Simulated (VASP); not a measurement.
## CdS: relaxation of cell and atoms with PBE+D4

CdS:

```
CELL_PARAMETERS angstrom
0.00000 2.75324 2.75324
2.75324 0.00000 2.75324
2.75324 2.75324 0.00000
ATOMIC_POSITIONS crystal
Cd 0.00000 0.00000 0.00000
S 0.50000 0.50000 0.50000
```

```
Program                : VASP 6.6.1
Task                   : relaxation of cell and atoms
Functional             : PBE
Dispersion             : D4
Potentials or basis    : VASP PAW PBE potentials, release 64 (Cd, S)
Cutoff                 : 600 eV
k mesh                 : 8 × 8 × 8
Occupations            : fermi-dirac, width 0.05 eV
Spin                   : no spin polarisation
Dipole correction      : no
Further INCAR settings : ALGO = Normal; EDIFF = 1e-06; IBRION = 2; EDIFFG = -0.01; NSW = 60; ISIF = 3
```

| Quantity | Value |
| --- | --- |
| Relaxed volume | 20.06 Å³/atom |
| Relaxed cell | a = 3.842 Å, b = 3.842 Å, c = 3.842 Å, α = 60.00°, β = 60.00°, γ = 60.00° |
| Space group after relaxing (to 0.05 Å) | Fm-3m (No. 225) |
| Energy gained by relaxing | 7.7 meV/atom |
| Ionic steps | 3 |
| Pressure after relaxing | 0.0 GPa |
| Band gap on the k mesh | 0.25 eV, indirect (least direct gap 1.79 eV) |
| Dispersion energy per atom | -0.393 eV |

Step by step:
```
step  energy change (eV)  largest force (eV/Å)  pressure (GPa)  volume (Å³)
   1              0.0000                0.0000           -2.92        41.74
   2             -0.0129                0.0000            1.32        39.48
   3             -0.0154                0.0000           -0.03        40.11
```

Final structure:
```xyz
2
Lattice="0.0000 2.7169 2.7169 2.7169 0.0000 2.7169 2.7169 2.7169 0.0000" Properties=species:S:1:pos:R:3 pbc="T T T"
Cd    0.0000    0.0000    0.0000
S     2.7169    2.7169    2.7169
```

Levels at points of the mesh, in eV from the valence-band top:
| k point | band 7 | band 8 | band 9 | band 10 | band 11 | band 12 |
| --- | --- | --- | --- | --- | --- | --- |
| (0.00, 0.00, 0.00) | -0.78 | -0.78 | -0.78 | 1.01 | 9.24 | 9.24 |
| (0.50, 0.00, 0.00) | -4.94 | 0.00 | 0.00 | 3.50 | 5.90 | 5.90 |
| (0.50, 0.50, 0.00) | -4.37 | -2.22 | -2.22 | 0.25 | 6.01 | 10.00 |

Wall time 31 s on 1 thread of Intel(R) Xeon(R) Platinum 8488C (Sapphire Rapids), on a shared host, peak memory 0.19 GiB.

A k mesh can miss the band edges.
